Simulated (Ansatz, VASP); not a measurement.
## C in VASP and in Ansatz

File INCAR:

```
ALGO = Normal
EDIFF = 1E-8
ENCUT = 520
GGA = CA
ISIF = 2
ISMEAR = -1
LASPH = True
LCHARG = False
LEFG = True
LREAL = False
LWAVE = False
NBANDS = 11
NELM = 100
PREC = Accurate
SIGMA = 0.08
```

KPOINTS

```
k-points
0
Gamma
  20 20 20
```

The input POSCAR:

```
C
1.0
    0.0535020000      1.8101510000      1.8101510000
    1.8101510000      0.0535020000      1.8101510000
    1.8101510000      1.8101510000      0.0535020000
C
2
Direct
    0.5000000000      0.5000000000      0.5000000000
    0.7500000000      0.7500000000      0.7500000000
```

Input for Ansatz:

```yaml
crystal:
  lattice:
    - [0.053502, 1.810151, 1.810151]
    - [1.810151, 0.053502, 1.810151]
    - [1.810151, 1.810151, 0.053502]
  atoms:
    - { symbol: C, position: [0.5, 0.5, 0.5] }
    - { symbol: C, position: [0.75, 0.75, 0.75] }
kpoints:
  mp_grid: { grid: [20, 20, 20] }
scf:
  occupations: { method: fermi_dirac, width: 0.08 }
hamiltonian:
  xc: lda
  pseudopotentials: { kind: all_electron, datasets: crystal }
output:
  forces: true
  stress: true
  eigenvalues: true
  efg: { contact_densities: true }
```

Change from the starting cell: equal xy, yz and zx shear strains of +3 %, crystal datasets.

Alike in both runs: task electric field gradients; functional LDA; k mesh 20 × 20 × 20; occupations fermi-dirac, width 0.08 eV; no spin polarisation.

```csv
,VASP,Ansatz
version,VASP 6.6.1,Ansatz 0.2.0
potentials or method,"VASP PAW LDA potentials, release 64 (C), cutoff 520 eV","all-electron PAW with datasets made for the crystal, scalar-relativistic"
```

|  | VASP | Ansatz | Ansatz less VASP |
| --- | --- | --- | --- |
| gap on the k mesh at the Fermi level (eV) | 3.99 | 3.99 | +0.006 |
| pressure (GPa) | -10.3 | -11.6 | -1.35 |
| traceless stress, the component that is largest in VASP (GPa) | -16.23 | -16.17 | +0.067 |
| rms of the force components (eV/Å) | 0.019 | 0.011 | -0.0077 |
| size of Vzz on the site where it differs most (V/Å²) | 6.5 | 6.1 | -0.46 |

LDA's correlation is that of Perdew and Zunger in VASP and of Perdew and Wang (1992) in Ansatz. Atom by atom the forces differ by 0.008 eV/Å (rms over components). Ansatz ran all-electron here, and VASP with PAW potentials.
